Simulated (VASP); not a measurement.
# Al3InAs4 (P-43m) in VASP: single point with PBE

Aim: the single point of Al3InAs4 with PBE.

All numbers are computed with VASP 6.6.1; they aren't measurements. Logs are shortened: lines on timing, memory, paths and dates and some standing lists are left out, and cuts for length are marked.

## Step 1: The cell of the first run

Symmetry: P-43m, No. 215, cubic system. Conventional cell: a = 5.835 Å, b = 5.835 Å, c = 5.835 Å, α = 90.00°, β = 90.00°, γ = 90.00°. Al (site symmetry -42m) has 4 As at 2.49 Å within 3.3 Å. In (site symmetry -43m) has 4 As at 2.63 Å within 3.5 Å. As (site symmetry 3m) has 3 Al at 2.49 Å and 1 In at 2.63 Å within 3.3 Å.

## Step 2: Single point, PBE

POSCAR

```
Al3InAs4
1.0
    5.8354873000      0.0000000000      0.0000000000
    0.0000000000      5.8354873000      0.0000000000
    0.0000000000      0.0000000000      5.8354873000
Al In As
3 1 4
Direct
    0.5000000000      0.0000000000      0.0000000000
    0.0000000000      0.0000000000      0.5000000000
    0.0000000000      0.5000000000      0.0000000000
    0.5000000000      0.5000000000      0.5000000000
    0.7606310000      0.2393690000      0.7606310000
    0.7606310000      0.7606310000      0.2393690000
    0.2393690000      0.2393690000      0.2393690000
    0.2393690000      0.7606310000      0.7606310000
```

INCAR.step1

```
SYSTEM = Al3InAs4
PREC = Accurate
ENCUT = 520
EDIFF = 1E-6
ISMEAR = 0
SIGMA = 0.02
LREAL = .False.
LASPH = .True.
NELM = 80
ALGO = Normal
ISIF = 2
LWAVE = .False.
LCHARG = .True.
GGA = PE
NBANDS = 31
```

KPOINTS.step1

```
Automatic mesh
0
Gamma
  6 6 6
  0 0 0
```

INCAR.step2

```
SYSTEM = Al3InAs4
PREC = Accurate
ENCUT = 520
EDIFF = 1E-6
ISMEAR = -5
SIGMA = 0.02
LREAL = .False.
LASPH = .True.
NELM = 80
ALGO = Normal
ISIF = 2
LWAVE = .False.
LCHARG = .False.
GGA = PE
LORBIT = 11
NBANDS = 31
NEDOS = 2001
ICHARG = 11
```

KPOINTS.step2

```
Automatic mesh
0
Gamma
  9 9 9
  0 0 0
```

Potentials or basis: VASP PAW PBE potentials, release 64 (Al, In_d, As).

On the command line:

```
cat potpaw_PBE.64/Al/POTCAR potpaw_PBE.64/In_d/POTCAR potpaw_PBE.64/As/POTCAR > POTCAR
cp INCAR.step1 INCAR
cp KPOINTS.step1 KPOINTS
mpirun -np 1 vasp_std > vasp.out
cp INCAR.step2 INCAR
cp KPOINTS.step2 KPOINTS
mpirun -np 1 vasp_std > vasp.out
```

OUTCAR:

```text
SYSTEM = Al3InAs4
   PREC = Accurate
   ENCUT = 520
   EDIFF = 1E-6
   ISMEAR = -5
   LREAL = .False.
   LASPH = .True.
   NELM = 80
   ISIF = 2
   GGA = PE
   LORBIT = 11
   ICHARG = 11

 ion  position               nearest neighbor table
   1  0.500  0.000  0.000-   5 2.49   6 2.49   7 2.49   8 2.49
   2  0.000  0.000  0.500-   5 2.49   6 2.49   7 2.49   8 2.49
   3  0.000  0.500  0.000-   5 2.49   6 2.49   7 2.49   8 2.49
   4  0.500  0.500  0.500-   5 2.63   6 2.63   7 2.63   8 2.63
   5  0.761  0.239  0.761-   1 2.49   2 2.49   3 2.49   4 2.63
   6  0.761  0.761  0.239-   1 2.49   2 2.49   3 2.49   4 2.63
   7  0.239  0.239  0.239-   1 2.49   2 2.49   3 2.49   4 2.63
   8  0.239  0.761  0.761-   1 2.49   2 2.49   3 2.49   4 2.63

  LATTYP: Found a simple cubic cell.
 ALAT       =     5.8354873000

  Lattice vectors:

 A1 = (   5.8354873000,   0.0000000000,   0.0000000000)
 A2 = (   0.0000000000,   5.8354873000,   0.0000000000)
 A3 = (   0.0000000000,   0.0000000000,   5.8354873000)

Analysis of symmetry for initial positions (statically):
=====================================================================
 Subroutine PRICEL returns:
 Original cell was already a primitive cell.

 Routine SETGRP: Setting up the symmetry group for a
 simple cubic supercell.

 Subroutine GETGRP returns: Found 24 space group operations
 (whereof 24 operations were pure point group operations)
 out of a pool of 48 trial point group operations.

The static configuration has the point symmetry T_d .

Analysis of symmetry for dynamics (positions and initial velocities):
=====================================================================
 Subroutine PRICEL returns:
 Original cell was already a primitive cell.

 Routine SETGRP: Setting up the symmetry group for a
 simple cubic supercell.

 Subroutine GETGRP returns: Found 24 space group operations
 (whereof 24 operations were pure point group operations)
 out of a pool of 48 trial point group operations.

The dynamic configuration has the point symmetry T_d .

 Subroutine INISYM returns: Found 24 space group operations
 (whereof 24 operations are pure point group operations),
 and found     1 'primitive' translations

[... 124 lines left out ...]
   EFERMI_NEDOS =   21; number of points for ismear=-14 and -15
   IALGO  =     38    algorithm
   IMIX   =      4    mixing-type and parameters
     AMIX     =   0.40;   BMIX     =  1.00
     AMIX_MAG =   1.60;   BMIX_MAG =  1.00
  volume/ion in A,a.u.               =      24.84       167.62
  Fermi-wavevector in a.u.,A,eV,Ry     =   0.975171  1.842806 12.938577  0.950959
  Thomas-Fermi vector in A             =   2.105689
   LORBIT       =     11    0 simple, 1 ext, 2 COOP (PROOUT), +10 PAW based schemes
   GGA     = PE    functional components
   LHFCALC =     F    Hartree Fock is set to
   AEXX    =    0.0000 exact exchange contribution
   IVDW    =     0    specifies the selected vdW correction
   LEPSILON=     F    determine dielectric tensor
   LRPA    =     F    only Hartree local field effects (RPA)
 non-spin polarized calculation
 Fermi weights with tetrahedron method with Bloechl corrections
  energy-cutoff  :      520.00
  volume of cell :      198.72
 maximum number of plane-waves:      5397
 NGX is ok and might be reduce to    48

 number of electron      41.9999992 magnetization

 Free energy of the ion-electron system (eV)
  ---------------------------------------------------
  ext. energy  EPLUGINS =         0.00000000
  ---------------------------------------------------
  free energy    TOTEN  =       -35.78811879 eV

  energy without entropy =      -35.78811879  energy(sigma->0) =      -35.78811879

 E-fermi :   3.7070     XC(G=0):  -8.9145

 val. band max:        3.7045027831   @ k =   0.0000   0.0000   0.0000
 cond. band min:       4.8663905109   @ k =   0.0000   0.0000   0.0000
 fundamental gap:      1.1618877278
 Fermi energy:         3.7069959436

 k-point     1 :       0.0000    0.0000    0.0000
  band No.  band energies     occupation
      1     -10.2890      2.00000
      2     -10.2890      2.00000
      3     -10.2890      2.00000
      4     -10.1670      2.00000
      5     -10.1670      2.00000
      6      -7.9112      2.00000
[... 805 lines left out ...]
     30       8.9862      0.00000
     31       9.1622      0.00000

 [... further k-points ...]

------------------------ aborting loop because EDIFF is reached ----------------------------------------

  FORCE on cell =-STRESS in cart. coord.  units (eV):
  Direction    XX          YY          ZZ          XY          YZ          ZX
  --------------------------------------------------------------------------------------
  -------------------------------------------------------------------------------------
  Total        0.1808681      0.1808681      0.1808681     -0.0000000      0.0000000     -0.0000000
  in kB        1.4582805      1.4582805      1.4582805     -0.0000000      0.0000000     -0.0000000
  external PRESSURE =       1.4582805 kB  Pullay stress =       0.0000000 kB

 VOLUME and BASIS-vectors are now :
 -----------------------------------------------------------------------------
  energy-cutoff  :      520.00
  volume of cell :      198.72
      direct lattice vectors                 reciprocal lattice vectors
     5.835487300  0.000000000  0.000000000     0.171365295  0.000000000  0.000000000
     0.000000000  5.835487300  0.000000000     0.000000000  0.171365295  0.000000000
     0.000000000  0.000000000  5.835487300     0.000000000  0.000000000  0.171365295

 POSITION                                       TOTAL-FORCE (eV/Angst)
 -----------------------------------------------------------------------------------
      2.91774      0.00000      0.00000         0.000000     -0.000000      0.000000
      0.00000      0.00000      2.91774        -0.000000     -0.000000      0.000000
      0.00000      2.91774      0.00000        -0.000000     -0.000000      0.000000
      2.91774      2.91774      2.91774        -0.000000     -0.000000     -0.000000
      4.43865      1.39683      4.43865         0.004269     -0.004269      0.004269
      4.43865      4.43865      1.39683         0.004269      0.004269     -0.004269
      1.39683      1.39683      1.39683        -0.004269     -0.004269     -0.004269
      1.39683      4.43865      4.43865        -0.004269      0.004269      0.004269
 -----------------------------------------------------------------------------------
    total drift:                                0.000000      0.000000     -0.000000

  FREE ENERGIE OF THE ION-ELECTRON SYSTEM (eV)
  ---------------------------------------------------
  free  energy   TOTEN  =       -35.7881187909 eV

  energy  without entropy=      -35.7881187909  energy(sigma->0) =      -35.78811879

 total charge

# of ion       s       p       d       tot
------------------------------------------
    1        0.404   0.348   0.000   0.752
    2        0.404   0.348   0.000   0.752
    3        0.404   0.348   0.000   0.752
    4        0.845   0.729   9.885  11.459
    5        1.201   1.624   0.022   2.848
    6        1.201   1.624   0.022   2.848
    7        1.201   1.624   0.022   2.848
    8        1.201   1.624   0.022   2.848
--------------------------------------------------
tot          6.862   8.269   9.973  25.104
```

OUTCAR.step1:

```text
SYSTEM = Al3InAs4
   PREC = Accurate
   ENCUT = 520
   EDIFF = 1E-6
   ISMEAR = 0
   LREAL = .False.
   LASPH = .True.
   NELM = 80
[... 917 lines left out ...]
      4.43865      4.43865      1.39683         0.004431      0.004431     -0.004431
      1.39683      1.39683      1.39683        -0.004431     -0.004431     -0.004431
      1.39683      4.43865      4.43865        -0.004431      0.004431      0.004431
 -----------------------------------------------------------------------------------
    total drift:                                0.000000      0.000000     -0.000000

  FREE ENERGIE OF THE ION-ELECTRON SYSTEM (eV)
  ---------------------------------------------------
  free  energy   TOTEN  =       -35.7891901873 eV

  energy  without entropy=      -35.7891901873  energy(sigma->0) =      -35.78919019
```

Run time: 2.9 min. Hardware: 1 thread of AMD EPYC 9R45 (Zen 5), shared host; peak memory 0.39 GiB.

What came out:

| Quantity | Value |
| --- | --- |
| Valence electrons inside the program's atomic spheres | Al 0.75; In 11.46; As 2.85 |

Caveat: spin-orbit coupling is left out, which moves the levels of the heavy elements.
